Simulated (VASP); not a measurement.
## Mg: relaxation of cell and atoms with PBEsol

Crystal: Mg.

```
Mg
1.0
     1.62393    0.93758    7.85089
    -1.62393    0.93758    7.85089
     0.00000   -1.87515    7.85089
Mg
3
Direct
  0.77806 0.77806 0.77806
  0.22194 0.22194 0.22194
  0.00000 0.00000 0.00000
```

| Property | Result |
| --- | --- |
| Program | VASP 6.6.1 |
| Task | relaxation of cell and atoms |
| Functional | PBEsol |
| Potentials or basis | VASP PAW PBE potentials, release 64 (Mg) |
| Cutoff | 650 eV |
| k mesh | 13 × 13 × 13 |
| Occupations | methfessel-paxton, width 0.05 eV |
| Spin | no spin polarisation |
| Tolerance level | screening |
| Purpose | cell |
| Passes | 3 |
| Further INCAR settings | ALGO = Normal; EDIFF = 1e-07 |

The relaxed volume is 22.55 Å³/atom and the relaxed cell is a = 8.000 Å, b = 8.000 Å, c = 8.000 Å, α = 22.84°, β = 22.84°, γ = 22.84°. The space group after relaxing (to 0.1 Å) is R-3m (No. 166), the energy gained by relaxing is 9.4 meV/atom and the ionic steps are 15. The pressure after relaxing is 0.0 GPa. The band gap on the k mesh is zero (bands 3 and 4 overlap by 2.15 eV).

The path:
| step | energy change (eV) | largest force (eV/Å) | pressure (GPa) | volume (Å³) |
| --- | --- | --- | --- | --- |
| 1 | 0.0000 | 0.0115 | -1.94 | 71.72 |
| 2 | -0.0248 | 0.0108 | -0.59 | 68.76 |
| 3 | -0.0272 | 0.0106 | 0.02 | 67.63 |
| 4 | -0.0272 | 0.0106 | 0.06 | 67.55 |
| 5 | -0.0278 | 0.0083 | 0.05 | 67.57 |
| 6 | -0.0281 | 0.0050 | 0.04 | 67.59 |
| 7 | -0.0281 | 0.0053 | 0.04 | 67.59 |
| 8 | -0.0281 | 0.0052 | 0.04 | 67.59 |
| 9 | -0.0281 | 0.0036 | 0.00 | 67.66 |
| 10 | -0.0281 | 0.0034 | -0.01 | 67.67 |
| 11 | -0.0281 | 0.0034 | -0.01 | 67.67 |
| 12 | -0.0281 | 0.0022 | 0.00 | 67.66 |
| 13 | -0.0281 | 0.0005 | 0.00 | 67.66 |
| 14 | -0.0281 | 0.0005 | 0.00 | 67.66 |
| 15 | -0.0281 | 0.0005 | 0.00 | 67.66 |

Final structure:
```
CELL_PARAMETERS angstrom
1.58365 0.91432 7.78779
-1.58365 0.91432 7.78779
0.00000 -1.82864 7.78779
ATOMIC_POSITIONS crystal
Mg 0.77793 0.77793 0.77793
Mg 0.22207 0.22207 0.22207
Mg 0.00000 0.00000 0.00000
```

Levels at points of the mesh, in eV from the Fermi level:
| k point | band 1 | band 2 | band 3 | band 4 | band 5 | band 6 |
| --- | --- | --- | --- | --- | --- | --- |
| (0.00, 0.00, 0.00) | -7.02 | -4.57 | -4.56 | 2.51 | 2.52 | 11.32 |

Wall time 21 min on 8 MPI ranks on Intel(R) Xeon(R) Platinum 8259CL CPU @ 2.50GHz (Skylake/Cascade Lake) (shared host), peak memory 0.86 GiB a rank.

Caveat: the PAW data sets were made with another functional, which shifts forces and pressure a little.
